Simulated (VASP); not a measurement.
# EuNb2C2 (P6/mmm) in VASP: single point with PBE

Aim: the single point of EuNb2C2 with PBE.

All numbers are computed with VASP 6.6.1; they aren't measurements. Logs are shortened: lines on timing, memory, paths and dates and some standing lists are left out, and cuts for length are marked.

### Step 1. The cell of the first run

It takes space group P6/mmm (No. 191, hexagonal). The conventional cell has a = 3.535 Å, b = 3.535 Å, c = 8.074 Å, α = 90.00°, β = 90.00°, γ = 120.00°. Eu (site symmetry 6/mmm) has 2 Nb at 2.40 Å within 3.2 Å. Within 3.2 Å of Nb (site symmetry 6mm) lie 1 Eu at 2.40 Å and 6 C at 2.61 Å. C (site symmetry -6m2) has 3 C at 2.04 Å and 6 Nb at 2.61 Å within 2.7 Å.

### Step 2. Single point, PBE, collinear spin, ferromagnetic start

Contents of INCAR:

```
SYSTEM = EuNb2C2
PREC = Accurate
ENCUT = 520
EDIFF = 1E-7
ISMEAR = 0
SIGMA = 0.1
LREAL = .FALSE.
LASPH = .TRUE.
NELM = 150
ALGO = Normal
ISIF = 2
LWAVE = .FALSE.
LCHARG = .FALSE.
ISPIN = 2
MAGMOM = 7 0 0 0 0
LORBIT = 11
LMAXMIX = 6
GGA = PE
NBANDS = 38
```

Contents of KPOINTS:

```
Automatic mesh
0
G
  6 6 2
  0 0 0
```

Contents of POSCAR:

```
EuNb2C2
1.0
    3.5349097200      0.0000000000      0.0000000000
   -1.7674548600      3.0613216200      0.0000000000
    0.0000000000      0.0000000000      8.0739970600
Eu Nb C
1 2 2
Direct
    0.0000000000      0.0000000000      0.5000000000
    0.0000000000      0.0000000000      0.2024671700
    0.0000000000      0.0000000000      0.7975328300
    0.3333333300      0.6666666700      0.0000000000
    0.6666666700      0.3333333300      0.0000000000
```

Potentials or basis: VASP PAW PBE potentials, release 64 (Eu, Nb_sv, C).

Started as:

```sh
cat potpaw_PBE.64/Eu/POTCAR potpaw_PBE.64/Nb_sv/POTCAR potpaw_PBE.64/C/POTCAR > POTCAR
mpirun -np 1 vasp_std > vasp.out
```

OUTCAR:

```text
SYSTEM = EuNb2C2
   PREC = Accurate
   ENCUT = 520
   EDIFF = 1E-7
   ISMEAR = 0
   LREAL = .FALSE.
   LASPH = .TRUE.
   NELM = 150
   ISIF = 2
   ISPIN = 2
   LORBIT = 11
   GGA = PE

 ion  position               nearest neighbor table
   1  0.000  0.000  0.500-   2 2.40   3 2.40
   2  0.000  0.000  0.202-   1 2.40
   3  0.000  0.000  0.798-   1 2.40
   4  0.333  0.667  0.000-   5 2.04   5 2.04   5 2.04
   5  0.667  0.333  0.000-   4 2.04   4 2.04   4 2.04

  LATTYP: Found a hexagonal cell.
 ALAT       =     3.5349097200
 C/A-ratio  =     2.2840744742

  Lattice vectors:

 A1 = (   3.5349097200,   0.0000000000,   0.0000000000)
 A2 = (  -1.7674548600,   3.0613216200,   0.0000000000)
 A3 = (   0.0000000000,   0.0000000000,   8.0739970600)

Analysis of symmetry for initial positions (statically):
=====================================================================
 Subroutine PRICEL returns:
 Original cell was already a primitive cell.

 Routine SETGRP: Setting up the symmetry group for a
 hexagonal supercell.

 Subroutine GETGRP returns: Found 24 space group operations
 (whereof 24 operations were pure point group operations)
 out of a pool of 24 trial point group operations.

The static configuration has the point symmetry D_6h.

Analysis of symmetry for dynamics (positions and initial velocities):
=====================================================================
 Subroutine PRICEL returns:
 Original cell was already a primitive cell.

 Routine SETGRP: Setting up the symmetry group for a
 hexagonal supercell.

 Subroutine GETGRP returns: Found 24 space group operations
 (whereof 24 operations were pure point group operations)
 out of a pool of 24 trial point group operations.

The dynamic configuration has the point symmetry D_6h.

Analysis of structural, dynamic, and magnetic symmetry:
=====================================================================
 Subroutine PRICEL returns:
 Original cell was already a primitive cell.

 Routine SETGRP: Setting up the symmetry group for a
 hexagonal supercell.

 Subroutine GETGRP returns: Found 24 space group operations
 (whereof 24 operations were pure point group operations)
 out of a pool of 24 trial point group operations.

The overall configuration has the point symmetry D_6h.

 Subroutine INISYM returns: Found 24 space group operations
 (whereof 24 operations are pure point group operations),
 and found     1 'primitive' translations

----------------------------------------------------------------------------------------

                                     Primitive cell

  volume of cell :      87.3727

  direct lattice vectors                    reciprocal lattice vectors
     3.534909720  0.000000000  0.000000000     0.282892656  0.163328151  0.000000000
    -1.767454860  3.061321620  0.000000000     0.000000000  0.326656302  0.000000000
     0.000000000  0.000000000  8.073997060     0.000000000  0.000000000  0.123854392

  length of vectors
     3.534909720  3.534909722  8.073997060     0.326656302  0.326656302  0.123854392

  position of ions in fractional coordinates (direct lattice)
     0.000000000  0.000000000  0.500000000
     0.000000000  0.000000000  0.202467170
     0.000000000  0.000000000  0.797532830
     0.333333330  0.666666670  0.000000000
     0.666666670  0.333333330  0.000000000

  ion indices of the primitive-cell ions
   primitive index   ion index
                 1           1
                 2           2
                 3           3
                 4           4
                 5           5

----------------------------------------------------------------------------------------

 KPOINTS: Automatic mesh
[... 27 lines left out ...]
  0.333333  0.000000  0.000000      6.000000
  0.500000  0.000000  0.000000      3.000000
  0.166667  0.166667  0.000000      6.000000
  0.333333  0.166667  0.000000     12.000000
  0.333333  0.333333  0.000000      2.000000
  0.000000  0.000000  0.500000      1.000000
  0.166667  0.000000  0.500000      6.000000
  0.333333  0.000000  0.500000      6.000000
  0.500000  0.000000  0.500000      3.000000
  0.166667  0.166667  0.500000      6.000000
  0.333333  0.166667  0.500000     12.000000
  0.333333  0.333333  0.500000      2.000000
   k-points           NKPTS =     14   k-points in BZ     NKDIM =     14   number of bands    NBANDS=     38
   number of dos      NEDOS =    301   number of ions     NIONS =      5
   total plane-waves  NPLWV =  47040
   dimension x,y,z NGX =    28 NGY =   28 NGZ =   60
   dimension x,y,z NGXF=    56 NGYF=   56 NGZF=  120
   ions per type =               1   2   2
   NGX,Y,Z   is equivalent  to a cutoff of  13.17, 13.17, 12.35 a.u.
   NGXF,Y,Z  is equivalent  to a cutoff of  26.34, 26.34, 24.71 a.u.
 SYSTEM =  EuNb2C2
   PREC   = accura    normal or accurate (medium, high low for compatibility)
   ISTART =      0    job   : 0-new  1-cont  2-samecut
   ICHARG =      2    charge: 1-file 2-atom 10-const
   ISPIN  =      2    spin polarized calculation?
   LNONCOLLINEAR =      F non collinear calculations
   LSORBIT =      F    spin-orbit coupling
   LASPH  =      T    aspherical Exc in radial PAW
   ENCUT  =  520.0 eV  38.22 Ry    6.18 a.u.   6.57  6.57 15.01*2*pi/ulx,y,z
   NELM   =    150;   NELMIN=  2; NELMDL= -5     # of ELM steps
   EDIFF  = 0.1E-06   stopping-criterion for ELM
   LREAL  =      F    real-space projection
   EDIFFG = 0.1E-05   stopping-criterion for IOM
   NSW    =      0    number of steps for IOM
   IBRION =     -1    ionic relax: 0-MD 1-quasi-New 2-CG
   NFREE  =      0    steps in history (QN), initial steepest desc. (CG)
   ISIF   =      2    stress and relaxation
   ISYM   =      2    0-nonsym 1-usesym 2-fastsym
   POTIM  = 0.5000    time-step for ionic-motion
   TEBEG  =    0.0;   TEEND  =   0.0 temperature during run
   PSTRESS=    0.0 pullay stress
   NELECT =      51.0000    total number of electrons
   NUPDOWN=      -1.0000    fix difference up-down
   EMIN   =  10.00;   EMAX   =-10.00  energy-range for DOS
   EFERMI =   0.00;   METHOD = LEGACY
   ISMEAR =     0;   SIGMA  =   0.10  broadening in eV -4-tet -1-fermi 0-gaus
   EFERMI_NEDOS =   21; number of points for ismear=-14 and -15
   IALGO  =     38    algorithm
   IMIX   =      4    mixing-type and parameters
     AMIX     =   0.40;   BMIX     =  1.00
     AMIX_MAG =   1.60;   BMIX_MAG =  1.00
  volume/ion in A,a.u.               =      17.47       117.92
  Fermi-wavevector in a.u.,A,eV,Ry     =   1.368169  2.585464 25.468544  1.871885
  Thomas-Fermi vector in A             =   2.494156
   LORBIT       =     11    0 simple, 1 ext, 2 COOP (PROOUT), +10 PAW based schemes
   GGA     = PE    functional components
   LHFCALC =     F    Hartree Fock is set to
   AEXX    =    0.0000 exact exchange contribution
   IVDW    =     0    specifies the selected vdW correction
   LEPSILON=     F    determine dielectric tensor
   LRPA    =     F    only Hartree local field effects (RPA)
 spin polarized calculation
 Gauss-broadening in eV      SIGMA  =   0.10
  energy-cutoff  :      520.00
  volume of cell :       87.37
 maximum number of plane-waves:      2406
 NGX is ok and might be reduce to    28
   NGX = 13   NGY = 13   NGZ = 31

 number of electron      51.0000001 magnetization       7.6834016

 Free energy of the ion-electron system (eV)
  ---------------------------------------------------
  ext. energy  EPLUGINS =         0.00000000
  ---------------------------------------------------
  free energy    TOTEN  =       -42.28425383 eV

  energy without entropy =      -42.26072169  energy(sigma->0) =      -42.27248776

 E-fermi :   6.9662     XC(G=0): -11.2386

 val. band max:        6.9565673965   @ k =   0.5000   0.0000   0.5000
 cond. band min:       6.9683697677   @ k =   0.0000   0.0000   0.0000
 fundamental gap:      0.0118023712
 Fermi energy:         6.9662443400

 spin component 1

 k-point     1 :       0.0000    0.0000    0.0000
  band No.  band energies     occupation
      1     -48.5407      1.00000
      2     -48.5279      1.00000
      3     -34.4788      1.00000
      4     -24.8512      1.00000
      5     -24.7083      1.00000
      6     -24.5059      1.00000
[... 549 lines left out ...]
     36       9.7375      0.00000
     37      10.4256      0.00000
 Fermi energy:         6.9662443400

 spin component 2

 k-point     1 :       0.0000    0.0000    0.0000
  band No.  band energies     occupation
      1     -48.3850      1.00000
      2     -48.3732      1.00000
      3     -31.4252      1.00000
      4     -24.5036      1.00000
      5     -24.3871      1.00000
      6     -24.3871      1.00000
[... 549 lines left out ...]
     36      11.2780      0.00000
     37      11.3976      0.00000
 [bands above 37 left out]

------------------------ aborting loop because EDIFF is reached ----------------------------------------

  FORCE on cell =-STRESS in cart. coord.  units (eV):
  Direction    XX          YY          ZZ          XY          YZ          ZX
  --------------------------------------------------------------------------------------
  -------------------------------------------------------------------------------------
  Total      -12.3678146    -12.3678146      1.6084851      0.0000000      0.0000000      0.0000000
  in kB     -226.7919714   -226.7919717     29.4952275      0.0000000      0.0000000      0.0000000
  external PRESSURE =    -141.3629052 kB  Pullay stress =       0.0000000 kB

 VOLUME and BASIS-vectors are now :
 -----------------------------------------------------------------------------
  energy-cutoff  :      520.00
  volume of cell :       87.37
      direct lattice vectors                 reciprocal lattice vectors
     3.534909720  0.000000000  0.000000000     0.282892656  0.163328151  0.000000000
    -1.767454860  3.061321620  0.000000000     0.000000000  0.326656302  0.000000000
     0.000000000  0.000000000  8.073997060     0.000000000  0.000000000  0.123854392

 POSITION                                       TOTAL-FORCE (eV/Angst)
 -----------------------------------------------------------------------------------
      0.00000      0.00000      4.03700         0.000000      0.000000      0.000000
      0.00000      0.00000      1.63472         0.000000     -0.000000     -5.773673
      0.00000      0.00000      6.43928         0.000000      0.000000      5.773673
     -0.00000      2.04088      0.00000         0.000000     -0.000000     -0.000000
      1.76745      1.02044      0.00000        -0.000000      0.000000      0.000000
 -----------------------------------------------------------------------------------
    total drift:                               -0.000000     -0.000000      0.000000

  FREE ENERGIE OF THE ION-ELECTRON SYSTEM (eV)
  ---------------------------------------------------
  free  energy   TOTEN  =       -42.2842538293 eV

  energy  without entropy=      -42.2607216935  energy(sigma->0) =      -42.27248776

 total charge

# of ion       s       p       d       f       tot
--------------------------------------------------
    1        2.091   5.672   0.941   6.502  15.206
    2        2.118   5.965   2.522   0.000  10.606
    3        2.118   5.965   2.522   0.000  10.606
    4        0.921   1.194   0.000   0.000   2.115
    5        0.921   1.194   0.000   0.000   2.115
--------------------------------------------------
tot          8.169  19.991   5.986   6.502  40.647

 magnetization (x)

# of ion       s       p       d       f       tot
--------------------------------------------------
    1        0.030  -0.091   0.385   6.395   6.719
    2        0.009   0.008   0.230   0.000   0.247
    3        0.009   0.008   0.230   0.000   0.247
    4        0.002   0.010   0.000   0.000   0.012
    5        0.002   0.010   0.000   0.000   0.012
--------------------------------------------------
tot          0.053  -0.057   0.845   6.395   7.237
```

It took 8.1 min on 1 thread of Intel Xeon Platinum 8488C (Sapphire Rapids), shared host; peak memory 0.3 GiB.

Results:

```yaml
Free_energy: -42.2843 eV
Pressure: -14.1 GPa
Largest_force: 5.774 eV/Å
Net_moment: 7.68 μB per cell
Site_moments: Eu +6.72; Nb +0.25; C +0.01 μB
Valence_electrons_inside_the_program's_atomic_spheres: Eu 15.21; Nb 10.61; C 2.12
```

Forces on the atoms (eV/Å):
```
Eu   0.000  0.000  0.000
Nb   0.000  0.000 -5.774
Nb   0.000  0.000  5.774
C    0.000  0.000  0.000
C    0.000  0.000  0.000
```

Stress tensor (GPa, compression positive):
```
-22.68   0.00   0.00
  0.00 -22.68   0.00
  0.00   0.00   2.95
```

Caveat: the k points lie up to 0.39 Å⁻¹ apart; spin-orbit coupling is left out, which moves the levels of the heavy elements; without U or exact exchange the open f shell lies at the Fermi level, which spoils levels, moments and volumes; forces of over 1 eV/Å act on the atoms, so gaps and moduli don't describe the material at rest. The state reached can hang on the start; a lower one may exist.
